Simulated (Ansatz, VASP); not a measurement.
LaY4F: VASP beside Ansatz

```
CELL_PARAMETERS angstrom
4.40318 0.00000 0.00000
0.00000 4.40318 0.00000
0.00000 0.00000 6.23326
ATOMIC_POSITIONS crystal
La 0.00000 0.00000 0.00000
Y 0.50000 0.00000 0.74647
Y 0.00000 0.50000 0.25353
Y 0.50000 0.00000 0.25353
Y 0.00000 0.50000 0.74647
F 0.50000 0.50000 0.50000
```

Change from the starting cell: species swapped into the TbCeO4 type (P4/mmm, No. 123).

Alike in both runs: task relaxation of cell and atoms; functional PBE; k mesh 4 × 4 × 4; occupations gaussian, width 0.1 eV; no spin polarisation.

|  | VASP | Ansatz |
| --- | --- | --- |
| version | VASP 6.6.1 | Ansatz 0.2.0 |
| potentials or method | VASP PAW PBE potentials, release 64 (La, Y_sv, F), cutoff 600 eV | scalar-relativistic, plane waves, PAW |
| valence electrons in the cell | 62 | 62 |

Ansatz gave:

* gap on the k mesh at the Fermi level, each at its own relaxed structure (eV): none
* relaxed volume (Å³/atom): 30.43
* relaxed length of the cell vector where the two differ most in proportion (Å): 7.347

Q: Estimate VASP's values.

A: gap on the k mesh at the Fermi level, each at its own relaxed structure (eV): none; relaxed volume (Å³/atom): 30.12; relaxed length of the cell vector where the two differ most in proportion (Å): 7.302.

A gap of «none» marks a metal or a gap that the smearing closes.

Spin-orbit coupling is off throughout. Noted on VASP's run: the volume moved by over 15 % at a fixed basis, so the end points are rough.
